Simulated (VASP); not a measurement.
# C (P6/mmm) in VASP: a series of runs

The runs below take C through relaxation of shape and atoms at fixed volume, with PBE.

Everything below comes from runs of VASP 6.6.1. Logs are shortened: lines on timing, memory, paths and dates and some standing lists are left out, and cuts for length are marked.

### 1 The cell of the first run

It takes space group P6/mmm (No. 191, hexagonal). The conventional cell has a = 4.795 Å, b = 4.795 Å, c = 1.020 Å, α = 90.00°, β = 90.00°, γ = 120.00°. C (site symmetry 6/mmm) has 2 C at 1.02 Å within 1.4 Å. C (site symmetry -6m2) has 2 C at 1.02 Å within 1.4 Å.

### 2 Relaxation of shape and atoms at fixed volume, PBE

INCAR

```
  PREC = Accurate
  ENCUT = 600
  EDIFF = 1E-7
  ISMEAR = -1
  SIGMA = 0.05
  LREAL = False
  LASPH = True
  NELM = 60
  ALGO = Normal
  ISIF = 4
  LWAVE = False
  LCHARG = False
  GGA = PE
  IBRION = 2
  NSW = 50
  EDIFFG = -0.005
```

KPOINTS

```
Automatic mesh
0
Gamma
  12 12 16
```

POSCAR

```
C
1.0
    4.7945471972      0.0000000000      0.0000000000
   -2.3972735986      4.1521996724      0.0000000000
    0.0000000000      0.0000000000      1.0196719643
C
3
Direct
    0.0000000000      0.0000000000      0.0000000000
    0.3333333333      0.6666666667      0.5000000000
    0.6666666667      0.3333333333      0.5000000000
```

Potentials or basis: VASP PAW PBE potentials, release 64 (C).

Started as:

```console
$ cat potpaw_PBE.64/C/POTCAR > POTCAR
$ mpirun -np 1 vasp_std > vasp.out
```

OUTCAR:

```text
PREC = Accurate
   ENCUT = 600
   EDIFF = 1E-7
   ISMEAR = -1
   LREAL = False
   LASPH = True
   NELM = 60
   ISIF = 4
   GGA = PE
   IBRION = 2
   NSW = 50
   EDIFFG = -0.005

 ion  position               nearest neighbor table
   1  0.000  0.000  0.000-
   2  0.333  0.667  0.500-
   3  0.667  0.333  0.500-

  LATTYP: Found a hexagonal cell.
 ALAT       =     4.7945471972
 C/A-ratio  =     0.2126732562

  Lattice vectors:

 A1 = (   4.7945471972,   0.0000000000,   0.0000000000)
 A2 = (  -2.3972735986,   4.1521996724,   0.0000000000)
 A3 = (   0.0000000000,   0.0000000000,   1.0196719643)

Analysis of symmetry for initial positions (statically):
=====================================================================
 Subroutine PRICEL returns:
 Original cell was already a primitive cell.

 Routine SETGRP: Setting up the symmetry group for a
 hexagonal supercell.

 Subroutine GETGRP returns: Found 24 space group operations
 (whereof 24 operations were pure point group operations)
 out of a pool of 24 trial point group operations.

The static configuration has the point symmetry D_6h.

Analysis of symmetry for dynamics (positions and initial velocities):
=====================================================================
 Subroutine PRICEL returns:
 Original cell was already a primitive cell.

 Routine SETGRP: Setting up the symmetry group for a
 hexagonal supercell.

 Subroutine GETGRP returns: Found 24 space group operations
 (whereof 24 operations were pure point group operations)
 out of a pool of 24 trial point group operations.

The dynamic configuration has the point symmetry D_6h.

 Subroutine INISYM returns: Found 24 space group operations
 (whereof 24 operations are pure point group operations),
 and found     1 'primitive' translations

----------------------------------------------------------------------------------------

                                     Primitive cell

  volume of cell :      20.2995

  direct lattice vectors                    reciprocal lattice vectors
     4.794547197  0.000000000  0.000000000     0.208570269  0.120418101  0.000000000
    -2.397273599  4.152199672  0.000000000     0.000000000  0.240836202  0.000000000
     0.000000000  0.000000000  1.019671964     0.000000000  0.000000000  0.980707556

  length of vectors
     4.794547197  4.794547197  1.019671964     0.240836202  0.240836202  0.980707556

  position of ions in fractional coordinates (direct lattice)
     0.000000000  0.000000000  0.000000000
     0.333333333  0.666666667  0.500000000
     0.666666667  0.333333333  0.500000000

  ion indices of the primitive-cell ions
   primitive index   ion index
                 1           1
                 2           2
                 3           3

----------------------------------------------------------------------------------------

 KPOINTS: Automatic mesh

Automatic generation of k-mesh.
 Grid dimensions read from file:
 generate k-points for:   12   12   16

 Generating k-lattice:

  Cartesian coordinates                     Fractional coordinates (reciprocal lattice)
     0.017380856  0.010034842  0.000000000     0.083333333  0.000000000  0.000000000
     0.000000000  0.020069684  0.000000000     0.000000000  0.083333333  0.000000000
     0.000000000  0.000000000  0.061294222     0.000000000  0.000000000  0.062500000

  Length of vectors
     0.020069684  0.020069684  0.061294222

  Shift w.r.t. Gamma in fractional coordinates (k-lattice)
     0.000000000  0.000000000  0.000000000

 Subroutine IBZKPT returns following result:
 ===========================================

 Found    171 irreducible k-points:

 Following reciprocal coordinates:
            Coordinates               Weight
  0.000000  0.000000  0.000000      1.000000
  0.083333 -0.000000  0.000000      6.000000
  0.166667 -0.000000  0.000000      6.000000
  0.250000  0.000000  0.000000      6.000000
  0.333333 -0.000000  0.000000      6.000000
  0.416667 -0.000000  0.000000      6.000000
[... 16 lines left out ...]
  0.250000  0.000000  0.062500     12.000000
  0.333333 -0.000000  0.062500     12.000000
 [... further k-points ...]
   k-points           NKPTS =    171   k-points in BZ     NKDIM =    171   number of bands    NBANDS=     10
   number of dos      NEDOS =    301   number of ions     NIONS =      3
   total plane-waves  NPLWV =  12800
   dimension x,y,z NGX =    40 NGY =   40 NGZ =    8
   dimension x,y,z NGXF=    80 NGYF=   80 NGZF=   16
   ions per type =               3
   NGX,Y,Z   is equivalent  to a cutoff of  13.87, 13.87, 13.04 a.u.
   NGXF,Y,Z  is equivalent  to a cutoff of  27.74, 27.74, 26.09 a.u.
 SYSTEM =  unknown system
   PREC   = accura    normal or accurate (medium, high low for compatibility)
   ISTART =      0    job   : 0-new  1-cont  2-samecut
   ICHARG =      2    charge: 1-file 2-atom 10-const
   ISPIN  =      1    spin polarized calculation?
   LNONCOLLINEAR =      F non collinear calculations
   LSORBIT =      F    spin-orbit coupling
   LASPH  =      T    aspherical Exc in radial PAW
   ENCUT  =  600.0 eV  44.10 Ry    6.64 a.u.   9.58  9.58  2.04*2*pi/ulx,y,z
   NELM   =     60;   NELMIN=  2; NELMDL= -5     # of ELM steps
   EDIFF  = 0.1E-06   stopping-criterion for ELM
   LREAL  =      F    real-space projection
   EDIFFG = -.5E-02   stopping-criterion for IOM
   NSW    =     50    number of steps for IOM
   IBRION =      2    ionic relax: 0-MD 1-quasi-New 2-CG
   NFREE  =      1    steps in history (QN), initial steepest desc. (CG)
   ISIF   =      4    stress and relaxation
   ISYM   =      2    0-nonsym 1-usesym 2-fastsym
   POTIM  = 0.5000    time-step for ionic-motion
   TEBEG  =    0.0;   TEEND  =   0.0 temperature during run
   PSTRESS=    0.0 pullay stress
   NELECT =      12.0000    total number of electrons
   NUPDOWN=      -1.0000    fix difference up-down
   EMIN   =  10.00;   EMAX   =-10.00  energy-range for DOS
   EFERMI =   0.00;   METHOD = LEGACY
   ISMEAR =    -1;   SIGMA  =   0.05  broadening in eV -4-tet -1-fermi 0-gaus
   EFERMI_NEDOS =   21; number of points for ismear=-14 and -15
   IALGO  =     38    algorithm
   IMIX   =      4    mixing-type and parameters
     AMIX     =   0.40;   BMIX     =  1.00
     AMIX_MAG =   1.60;   BMIX_MAG =  1.00
  volume/ion in A,a.u.               =       6.77        45.66
  Fermi-wavevector in a.u.,A,eV,Ry     =   1.373957  2.596402 25.684505  1.887758
  Thomas-Fermi vector in A             =   2.499427
   LORBIT       =      0    0 simple, 1 ext, 2 COOP (PROOUT), +10 PAW based schemes
   GGA     = PE    functional components
   LHFCALC =     F    Hartree Fock is set to
   AEXX    =    0.0000 exact exchange contribution
   IVDW    =     0    specifies the selected vdW correction
   LEPSILON=     F    determine dielectric tensor
   LRPA    =     F    only Hartree local field effects (RPA)
 conjugate gradient relaxation of ions
 non-spin polarized calculation
  energy-cutoff  :      600.00
  volume of cell :       20.30
 maximum number of plane-waves:       724
 NGX is ok and might be reduce to    40
   NGX = 19   NGY = 19   NGZ =  5

--------------------------------------- Ionic step        1  -------------------------------------------

 number of electron      11.9999999 magnetization

 Free energy of the ion-electron system (eV)
  ---------------------------------------------------
  ext. energy  EPLUGINS =         0.00000000
  ---------------------------------------------------
  free energy    TOTEN  =       -10.90198731 eV

  energy without entropy =      -10.89991503  energy(sigma->0) =      -10.90095117

------------------------ aborting loop because EDIFF is reached ----------------------------------------

  FORCE on cell =-STRESS in cart. coord.  units (eV):
  Direction    XX          YY          ZZ          XY          YZ          ZX
  --------------------------------------------------------------------------------------
  -------------------------------------------------------------------------------------
  Total        3.1222661      3.1222661    129.5223062      0.0000000     -0.0000000      0.0000000
  in kB      246.4303493    246.4303493  10222.7759920      0.0000000     -0.0000000      0.0000000
  external PRESSURE =    3571.8788969 kB  Pullay stress =       0.0000000 kB
[... 22 lines left out ...]
  energy  without entropy=      -10.8999150286  energy(sigma->0) =      -10.90095117

--------------------------------------- Ionic step        2  -------------------------------------------

 number of electron      12.0000718 magnetization

 E-fermi :  11.7385     XC(G=0): -12.9641

 val. band max:       11.7346979307   @ k =   0.4167  -0.0000   0.2500
 cond. band min:      11.7389805074   @ k =   0.3333   0.3333   0.0625
 fundamental gap:      0.0042825767
 Fermi energy:        11.7385366752

 k-point     1 :       0.0000    0.0000    0.0000
  band No.  band energies     occupation
      1     -15.9832      2.00000
      2      -2.1421      2.00000
      3      -0.5575      2.00000
      4       1.7766      2.00000
      5       1.7766      2.00000
      6      12.4968      0.00000
      7      12.4968      0.00000
      8      16.1272      0.00000
      9      18.6031      0.00000
     10      18.6031      0.00000
[... 366 lines left out ...]
  FREE ENERGIE OF THE ION-ELECTRON SYSTEM (eV)
  ---------------------------------------------------
  free  energy   TOTEN  =       -16.2334170476 eV

  energy  without entropy=      -16.2259358350  energy(sigma->0) =      -16.22967644

[... ionic steps 4 to 23 ...]

--------------------------------------- Ionic step       24  -------------------------------------------

 number of electron      11.9999997 magnetization

------------------------ aborting loop because EDIFF is reached ----------------------------------------

  FORCE on cell =-STRESS in cart. coord.  units (eV):
  Direction    XX          YY          ZZ          XY          YZ          ZX
  --------------------------------------------------------------------------------------
  -------------------------------------------------------------------------------------
  Total        8.8326724      8.8326724      8.8977272     -0.0000000     -0.0000000      0.0000000
  in kB      697.1342156    697.1342156    702.2687769     -0.0000000     -0.0000000      0.0000000
  external PRESSURE =     698.8457360 kB  Pullay stress =       0.0000000 kB
[... 59 lines left out ...]
  energy  without entropy=      -22.2339951775  energy(sigma->0) =      -22.23699206

--------------------------------------- Ionic step       26  -------------------------------------------

 number of electron      11.9999997 magnetization

 Free energy of the ion-electron system (eV)
  ---------------------------------------------------
  ext. energy  EPLUGINS =         0.00000000
  ---------------------------------------------------
  free energy    TOTEN  =       -22.24002003 eV

  energy without entropy =      -22.23404783  energy(sigma->0) =      -22.23703393

 E-fermi :   6.9620     XC(G=0): -12.2348

 val. band max:        6.9533852863   @ k =   0.1667   0.0833   0.1875
 cond. band min:       7.0205260843   @ k =   0.3333   0.3333   0.1875
 fundamental gap:      0.0671407980
 Fermi energy:         6.9619808192

 k-point     1 :       0.0000    0.0000    0.0000
  band No.  band energies     occupation
      1     -12.7571      2.00000
      2      -8.4947      2.00000
      3      -8.4913      2.00000
      4      -1.0541      2.00000
      5      -1.0541      2.00000
      6      -1.0538      2.00000
      7      -1.0538      2.00000
      8       5.3802      2.00000
      9       5.3802      2.00000
     10      19.2538      0.00000
[... 329 lines left out ...]
  FREE ENERGIE OF THE ION-ELECTRON SYSTEM (eV)
  ---------------------------------------------------
  free  energy   TOTEN  =       -22.2400200271 eV

  energy  without entropy=      -22.2340478256  energy(sigma->0) =      -22.23703393

 reached required accuracy - stopping structural energy minimisation
```

Wall time 10 min (1 thread of Intel Xeon Platinum 8259CL at 2.50GHz (Skylake/Cascade Lake), shared host); peak memory 0.16 GiB.

Results:

```
Free energy               : -22.2400 eV
Energy gained by relaxing : 3779.3 meV/atom
Ionic steps               : 26
Pressure after relaxing   : 69.7 GPa
Band gap on the k mesh    : zero (band 6 reaches 17.21 eV, above the bottom of band 7 at -1.05 eV)
```

The path:
```
step  energy change (eV)  largest force (eV/Å)  pressure (GPa)  volume (Å³)
   1              0.0000                0.0000          357.19        20.30
   2             12.5867                0.0000          -67.86        20.30
   3             -5.3314                0.0000          -15.21        20.30
   4             -5.8209                0.0000          -16.25        20.30
   5            -11.2795                0.0000           54.13        20.30
   6             -9.4816                0.0000          173.28        20.30
   7            -11.3359                0.0000           66.70        20.30
   8            -11.3379                0.0000           70.42        20.30
   9            -11.3379                0.0000           70.42        20.30
  10            -11.3379                0.0000           70.40        20.30
  11            -11.3379                0.0000           70.41        20.30
  12            -11.3379                0.0000           70.41        20.30
  13            -11.3379                0.0000           70.41        20.30
  14            -11.3379                0.0000           70.41        20.30
  15            -11.3379                0.0000           70.41        20.30
  16            -11.3379                0.0000           70.40        20.30
  17            -11.3379                0.0000           70.40        20.30
  18            -11.3379                0.0000           70.40        20.30
  19            -11.3379                0.0000           70.39        20.30
  20            -11.3379                0.0000           70.37        20.30
  21            -11.3380                0.0000           70.34        20.30
  22            -11.3380                0.0000           70.28        20.30
  23            -11.3380                0.0000           70.15        20.30
  24            -11.3380                0.0000           69.88        20.30
  25            -11.3380                0.0000           69.38        20.30
  26            -11.3380                0.0000           69.75        20.30
```

Final structure:
```yaml
crystal:
  lattice:
    - [4.32578, 0.00000, 0.00000]
    - [-2.16289, 3.74623, 0.00000]
    - [0.00000, 0.00000, 1.25264]
  atoms:
    - { symbol: C, position: [0.00000, 0.00000, 0.00000] }
    - { symbol: C, position: [0.33333, 0.66667, 0.50000] }
    - { symbol: C, position: [0.66667, 0.33333, 0.50000] }
```

Caveat: the k points lie up to 0.31 Å⁻¹ apart in the final cell.

[end of part 1 of 2]
